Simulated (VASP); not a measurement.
# KBr (Fm-3m) in VASP: single point with r2SCAN

Aim: the single point of KBr with r2SCAN.

Everything below comes from runs of VASP 6.6.1. Logs are shortened: lines on timing, memory, paths and dates and some standing lists are left out, and cuts for length are marked.

## 1. The cell of the first run

Symmetry: Fm-3m, No. 225, cubic system. The conventional cell has a = 6.585 Å, b = 6.585 Å, c = 6.585 Å, α = 90.00°, β = 90.00°, γ = 90.00°. Within 4.3 Å of K (site symmetry m-3m) lie 6 Br at 3.29 Å. Br (site symmetry m-3m) has 6 K at 3.29 Å within 4.3 Å.

## 2. Single point, r2SCAN

Input file POSCAR:

```
KBr
1.0
    0.0000000000      3.2925000000      3.2925000000
    3.2925000000      0.0000000000      3.2925000000
    3.2925000000      3.2925000000      0.0000000000
K Br
1 1
Direct
    0.0000000000      0.0000000000      0.0000000000
    0.5000000000      0.5000000000      0.5000000000
```

Input file INCAR.step1:

```
SYSTEM = KBr
ALGO     = Normal         ! electronic algorithm
EDIFF    = 1E-5           ! SCF threshold, eV
ENCUT    = 550            ! plane-wave cutoff, eV
GGA      = PE             ! functional
GGA_COMPAT= .False.      
ISMEAR   = 0              ! smearing method
LASPH    = .True.         ! aspherical terms in the spheres
LCHARG   = .False.        ! write CHGCAR
LREAL    = .False.        ! projectors in reciprocal space
LWAVE    = .True.         ! write WAVECAR
NBANDS   = 15             ! bands
NELM     = 120            ! most SCF steps
PREC     = Accurate       ! precision mode
SIGMA    = 0.1            ! smearing width, eV
```

Input file INCAR.step2:

```
SYSTEM = KBr
ALGO     = Normal         ! electronic algorithm
EDIFF    = 1E-6           ! SCF threshold, eV
ENCUT    = 550            ! plane-wave cutoff, eV
GGA_COMPAT= .False.      
ISIF     = 2              ! what is computed and relaxed
ISMEAR   = 0              ! smearing method
ISTART   = 1            
LASPH    = .True.         ! aspherical terms in the spheres
LCHARG   = .True.         ! write CHGCAR
LELF     = .True.         ! ELF
LMIXTAU  = .True.       
LREAL    = .False.        ! projectors in reciprocal space
LVHAR    = .True.       
LWAVE    = .False.        ! write WAVECAR
METAGGA  = R2SCAN         ! meta-GGA
NBANDS   = 15             ! bands
NELM     = 120            ! most SCF steps
PREC     = Accurate       ! precision mode
SIGMA    = 0.1            ! smearing width, eV
```

Input file KPOINTS:

```
k-points
0
Gamma
  6 6 6
  0 0 0
```

Potentials or basis: VASP PAW PBE potentials, release 64 (K_sv, Br).

Run with:

```sh
> cat potpaw_PBE.64/K_sv/POTCAR potpaw_PBE.64/Br/POTCAR > POTCAR
> cp INCAR.step1 INCAR
> mpirun -np 1 vasp_std > vasp.out
> cp INCAR.step2 INCAR
> mpirun -np 1 vasp_std > vasp.out
```

OUTCAR:

```text
SYSTEM = KBr
   EDIFF = 1E-6
   ENCUT = 550
   ISIF = 2
   ISMEAR = 0
   ISTART = 1
   LASPH = .True.
   LREAL = .False.
   METAGGA = R2SCAN
   NELM = 120
   PREC = Accurate

 ion  position               nearest neighbor table
   1  0.000  0.000  0.000-   2 3.29   2 3.29   2 3.29   2 3.29   2 3.29   2 3.29
   2  0.500  0.500  0.500-   1 3.29   1 3.29   1 3.29   1 3.29   1 3.29   1 3.29

  LATTYP: Found a face centered cubic cell.
 ALAT       =     6.5850000000

  Lattice vectors:

 A1 = (   0.0000000000,   3.2925000000,   3.2925000000)
 A2 = (   3.2925000000,   0.0000000000,   3.2925000000)
 A3 = (   3.2925000000,   3.2925000000,   0.0000000000)

Analysis of symmetry for initial positions (statically):
=====================================================================
 Subroutine PRICEL returns:
 Original cell was already a primitive cell.

 Routine SETGRP: Setting up the symmetry group for a
 face centered cubic supercell.

 Subroutine GETGRP returns: Found 48 space group operations
 (whereof 48 operations were pure point group operations)
 out of a pool of 48 trial point group operations.

The static configuration has the point symmetry O_h .

Analysis of symmetry for dynamics (positions and initial velocities):
=====================================================================
 Subroutine PRICEL returns:
 Original cell was already a primitive cell.

 Routine SETGRP: Setting up the symmetry group for a
 face centered cubic supercell.

 Subroutine GETGRP returns: Found 48 space group operations
 (whereof 48 operations were pure point group operations)
 out of a pool of 48 trial point group operations.

The dynamic configuration has the point symmetry O_h .

 Subroutine INISYM returns: Found 48 space group operations
 (whereof 48 operations are pure point group operations),
 and found     1 'primitive' translations

----------------------------------------------------------------------------------------

                                     Primitive cell

  volume of cell :      71.3851

  direct lattice vectors                    reciprocal lattice vectors
     0.000000000  3.292500000  3.292500000    -0.151860289  0.151860289  0.151860289
     3.292500000  0.000000000  3.292500000     0.151860289 -0.151860289  0.151860289
     3.292500000  3.292500000  0.000000000     0.151860289  0.151860289 -0.151860289

  length of vectors
     4.656298154  4.656298154  4.656298154     0.263029735  0.263029735  0.263029735

  position of ions in fractional coordinates (direct lattice)
     0.000000000  0.000000000  0.000000000
     0.500000000  0.500000000  0.500000000

  ion indices of the primitive-cell ions
   primitive index   ion index
                 1           1
                 2           2

----------------------------------------------------------------------------------------

 KPOINTS: k-points

Automatic generation of k-mesh.
 Grid dimensions read from file:
 generate k-points for:    6    6    6

 Generating k-lattice:

  Cartesian coordinates                     Fractional coordinates (reciprocal lattice)
    -0.025310048  0.025310048  0.025310048     0.166666667  0.000000000  0.000000000
     0.025310048 -0.025310048  0.025310048     0.000000000  0.166666667  0.000000000
     0.025310048  0.025310048 -0.025310048     0.000000000  0.000000000  0.166666667

  Length of vectors
     0.043838289  0.043838289  0.043838289

  Shift w.r.t. Gamma in fractional coordinates (k-lattice)
     0.000000000  0.000000000  0.000000000

 Subroutine IBZKPT returns following result:
 ===========================================

 Found     16 irreducible k-points:

 Following reciprocal coordinates:
            Coordinates               Weight
  0.000000  0.000000  0.000000      1.000000
  0.166667  0.000000  0.000000      8.000000
  0.333333  0.000000  0.000000      8.000000
  0.500000  0.000000  0.000000      4.000000
  0.166667  0.166667  0.000000      6.000000
  0.333333  0.166667  0.000000     24.000000
[... 8 lines left out ...]
 -0.333333  0.333333  0.166667     24.000000
 -0.333333  0.500000  0.166667     12.000000
   k-points           NKPTS =     16   k-points in BZ     NKDIM =     16   number of bands    NBANDS=     15
   number of dos      NEDOS =    301   number of ions     NIONS =      2
   total plane-waves  NPLWV =  46656
   dimension x,y,z NGX =    36 NGY =   36 NGZ =   36
   dimension x,y,z NGXF=    72 NGYF=   72 NGZF=   72
   ions per type =               1   1
   NGX,Y,Z   is equivalent  to a cutoff of  12.85, 12.85, 12.85 a.u.
   NGXF,Y,Z  is equivalent  to a cutoff of  25.71, 25.71, 25.71 a.u.
 SYSTEM =  KBr
   PREC   = accura    normal or accurate (medium, high low for compatibility)
   ISTART =      1    job   : 0-new  1-cont  2-samecut
   ICHARG =      0    charge: 1-file 2-atom 10-const
   ISPIN  =      1    spin polarized calculation?
   LNONCOLLINEAR =      F non collinear calculations
   LSORBIT =      F    spin-orbit coupling
   LASPH  =      T    aspherical Exc in radial PAW
   ENCUT  =  550.0 eV  40.42 Ry    6.36 a.u.   8.90  8.90  8.90*2*pi/ulx,y,z
   NELM   =    120;   NELMIN=  2; NELMDL=  0     # of ELM steps
   EDIFF  = 0.1E-05   stopping-criterion for ELM
   LREAL  =      F    real-space projection
   EDIFFG = 0.1E-04   stopping-criterion for IOM
   NSW    =      0    number of steps for IOM
   IBRION =     -1    ionic relax: 0-MD 1-quasi-New 2-CG
   NFREE  =      0    steps in history (QN), initial steepest desc. (CG)
   ISIF   =      2    stress and relaxation
   ISYM   =      2    0-nonsym 1-usesym 2-fastsym
   POTIM  = 0.5000    time-step for ionic-motion
   TEBEG  =    0.0;   TEEND  =   0.0 temperature during run
   PSTRESS=    0.0 pullay stress
   NELECT =      16.0000    total number of electrons
   NUPDOWN=      -1.0000    fix difference up-down
   EMIN   =  10.00;   EMAX   =-10.00  energy-range for DOS
   EFERMI =   0.00;   METHOD = LEGACY
   ISMEAR =     0;   SIGMA  =   0.10  broadening in eV -4-tet -1-fermi 0-gaus
   EFERMI_NEDOS =   21; number of points for ismear=-14 and -15
   IALGO  =     38    algorithm
   IMIX   =      4    mixing-type and parameters
     AMIX     =   0.40;   BMIX     =  1.00
     AMIX_MAG =   1.60;   BMIX_MAG =  1.00
  volume/ion in A,a.u.               =      35.69       240.87
  Fermi-wavevector in a.u.,A,eV,Ry     =   0.994441  1.879221 13.454978  0.988913
  Thomas-Fermi vector in A             =   2.126392
   LORBIT       =      0    0 simple, 1 ext, 2 COOP (PROOUT), +10 PAW based schemes
   METAGGA = R2SCAN    functional components
   LHFCALC =     F    Hartree Fock is set to
   AEXX    =    0.0000 exact exchange contribution
   IVDW    =     0    specifies the selected vdW correction
   LEPSILON=     F    determine dielectric tensor
   LRPA    =     F    only Hartree local field effects (RPA)
 non-spin polarized calculation
 Gauss-broadening in eV      SIGMA  =   0.10
  energy-cutoff  :      550.00
  volume of cell :       71.39
 maximum number of plane-waves:      2121
   NGX = 17   NGY = 17   NGZ = 17

 number of electron      15.9999998 magnetization

 Free energy of the ion-electron system (eV)
  ---------------------------------------------------
  ext. energy  EPLUGINS =         0.00000000
  ---------------------------------------------------
  free energy    TOTEN  =       -23.24858552 eV

  energy without entropy =      -23.24858552  energy(sigma->0) =      -23.24858552

 E-fermi :  -1.6689     XC(G=0):  -7.7786

 val. band max:       -2.1217344573   @ k =   0.0000   0.0000   0.0000
 cond. band min:       2.9771431569   @ k =   0.0000   0.0000   0.0000
 fundamental gap:      5.0988776141
 Fermi energy:        -1.6689168835

 k-point     1 :       0.0000    0.0000    0.0000
  band No.  band energies     occupation
      1     -30.9896      2.00000
      2     -14.8585      2.00000
      3     -13.6964      2.00000
      4     -13.6964      2.00000
      5     -13.6964      2.00000
      6      -2.1217      2.00000
      7      -2.1217      2.00000
      8      -2.1217      2.00000
      9       2.9771      0.00000
     10       6.1148      0.00000
     11       6.1148      0.00000
     12       6.1148      0.00000
     13       7.0998      0.00000
     14       7.0998      0.00000
     15       9.9510      0.00000

 k-point     2 :       0.1667    0.0000    0.0000
  band No.  band energies     occupation
      1     -30.9881      2.00000
      2     -14.9072      2.00000
      3     -13.6977      2.00000
      4     -13.6977      2.00000
      5     -13.6280      2.00000
      6      -2.4796      2.00000
      7      -2.2101      2.00000
      8      -2.2101      2.00000
      9       3.6318      0.00000
     10       5.9352      0.00000
     11       6.4563      0.00000
     12       6.4563      0.00000
     13       7.4728      0.00000
     14       7.4728      0.00000
     15      10.9467      0.00000

 k-point     3 :       0.3333    0.0000    0.0000
  band No.  band energies     occupation
      1     -30.9853      2.00000
      2     -14.9918      2.00000
      3     -13.7000      2.00000
      4     -13.7000      2.00000
      5     -13.5031      2.00000
      6      -3.0562      2.00000
      7      -2.3767      2.00000
      8      -2.3767      2.00000
      9       4.6960      0.00000
     10       6.2159      0.00000
     11       7.3734      0.00000
     12       7.3734      0.00000
     13       8.4096      0.00000
     14       8.4096      0.00000
     15      10.3063      0.00000

 k-point     4 :       0.5000    0.0000    0.0000
  band No.  band energies     occupation
      1     -30.9839      2.00000
      2     -15.0295      2.00000
      3     -13.7012      2.00000
      4     -13.7012      2.00000
      5     -13.4448      2.00000
      6      -3.3015      2.00000
      7      -2.4555      2.00000
      8      -2.4555      2.00000
      9       5.0262      0.00000
     10       6.7762      0.00000
     11       8.4297      0.00000
     12       8.4297      0.00000
     13       8.7131      0.00000
     14       8.7131      0.00000
     15       9.8439      0.00000
[... 163 lines left out ...]
 k-point    14 :       0.5000    0.3333    0.1667
  band No.  band energies     occupation
      1     -30.9835      2.00000
      2     -14.9127      2.00000
      3     -13.7357      2.00000
      4     -13.7171      2.00000
      5     -13.5725      2.00000
      6      -2.9897      2.00000
      7      -2.5023      2.00000
      8      -2.4671      2.00000
      9       5.2502      0.00000
     10       5.6449      0.00000
     11       7.5297      0.00000
     12       8.3373      0.00000
     13       8.4737      0.00000
     14       8.6977      0.00000
     15       9.7907      0.00000

 k-point    15 :      -0.3333    0.3333    0.1667
  band No.  band energies     occupation
      1     -30.9826      2.00000
      2     -14.8998      2.00000
      3     -13.7452      2.00000
      4     -13.7319      2.00000
      5     -13.5686      2.00000
      6      -2.9527      2.00000
      7      -2.6583      2.00000
      8      -2.5209      2.00000
      9       5.6520      0.00000
     10       6.0372      0.00000
     11       7.3300      0.00000
     12       7.8780      0.00000
     13       9.0095      0.00000
     14       9.4053      0.00000
     15       9.8679      0.00000

 k-point    16 :      -0.3333    0.5000    0.1667
  band No.  band energies     occupation
      1     -30.9822      2.00000
      2     -14.8269      2.00000
      3     -13.7734      2.00000
      4     -13.7460      2.00000
      5     -13.6314      2.00000
      6      -2.8437      2.00000
      7      -2.5976      2.00000
      8      -2.5781      2.00000
      9       4.9917      0.00000
     10       6.6795      0.00000
     11       6.7775      0.00000
     12       8.0099      0.00000
     13       8.7562      0.00000
     14       9.4873      0.00000
     15      10.0293      0.00000

------------------------ aborting loop because EDIFF is reached ----------------------------------------

  FORCE on cell =-STRESS in cart. coord.  units (eV):
  Direction    XX          YY          ZZ          XY          YZ          ZX
  --------------------------------------------------------------------------------------
  -------------------------------------------------------------------------------------
  Total        0.0813822      0.0813822      0.0813822      0.0000000      0.0000000      0.0000000
  in kB        1.8265548      1.8265548      1.8265548      0.0000000      0.0000000      0.0000000
  external PRESSURE =       1.8265548 kB  Pullay stress =       0.0000000 kB

 VOLUME and BASIS-vectors are now :
 -----------------------------------------------------------------------------
  energy-cutoff  :      550.00
  volume of cell :       71.39
      direct lattice vectors                 reciprocal lattice vectors
     0.000000000  3.292500000  3.292500000    -0.151860289  0.151860289  0.151860289
     3.292500000  0.000000000  3.292500000     0.151860289 -0.151860289  0.151860289
     3.292500000  3.292500000  0.000000000     0.151860289  0.151860289 -0.151860289

 POSITION                                       TOTAL-FORCE (eV/Angst)
 -----------------------------------------------------------------------------------
      0.00000      0.00000      0.00000         0.000000      0.000000      0.000000
      3.29250      3.29250      3.29250        -0.000000     -0.000000     -0.000000
 -----------------------------------------------------------------------------------
    total drift:                                0.000000      0.000000      0.000000

  FREE ENERGIE OF THE ION-ELECTRON SYSTEM (eV)
  ---------------------------------------------------
  free  energy   TOTEN  =       -23.2485855199 eV

  energy  without entropy=      -23.2485855199  energy(sigma->0) =      -23.24858552
```

Run time: 2.4 min. Hardware: 1 thread of Intel Xeon 8259CL, shared host; peak memory 0.22 GiB.

Results:

- Free energy: -23.2486 eV
- Pressure: 0.2 GPa
- Band gap on the k mesh: 5.10 eV

Levels at points of the mesh, in eV from the valence-band top:
```
           k point  band 5  band 6  band 7  band 8  band 9  band 10  band 11  band 12
(0.00, 0.00, 0.00)  -11.57    0.00    0.00    0.00    5.10     8.24     8.24     8.24
(0.50, 0.00, 0.00)  -11.32   -1.18   -0.33   -0.33    7.15     8.90    10.55    10.55
(0.50, 0.50, 0.00)  -11.61   -0.83   -0.29   -0.29    6.35     8.06    10.18    10.22
```

Caveat: the PAW data sets were made with another functional, which shifts forces and pressure a little. r2SCAN opens gaps a little over a GGA but as a rule still falls short of measured ones.
